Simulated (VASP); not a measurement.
The system is CdS.

```
Cd S
1.0
     0.00000    2.96321    2.96321
     2.96321    0.00000    2.96321
     2.96321    2.96321    0.00000
Cd S
1 1
Direct
  0.00000 0.00000 0.00000
  0.25000 0.25000 0.25000
```

```yaml
Program: VASP 6.6.1
Task: relaxation of cell and atoms
Functional: PBE
Dispersion: D3(BJ)
Potentials_or_basis: VASP PAW PBE potentials, release 64 (Cd, S)
Cutoff: 600 eV
k_mesh: 8 × 8 × 8
Occupations: gaussian, width 0.02 eV
Spin: no spin polarisation
```

At the start: pressure -1.8 GPa; volume 26.02 Å³/atom.

Problem. Where does the relaxation end?

Solution. Over 3 steps the energy falls by 4.7 meV/atom and the volume is 25.19 Å³/atom (-3.2 %); space group F-43m (No. 216, to 0.05 Å).

Step by step:
```tsv
step	energy change (eV)	largest force (eV/Å)	pressure (GPa)	volume (Å³)
1	0.0000	0.0000	-1.76	52.04
2	-0.0086	0.0000	0.56	49.91
3	-0.0094	0.0000	0.01	50.38
```

Final structure:
```yaml
crystal:
  lattice:
    - [0.00000, 2.93139, 2.93139]
    - [2.93139, 0.00000, 2.93139]
    - [2.93139, 2.93139, 0.00000]
  atoms:
    - { symbol: Cd, position: [0.00000, 0.00000, 0.00000] }
    - { symbol: S, position: [0.25000, 0.25000, 0.25000] }
```
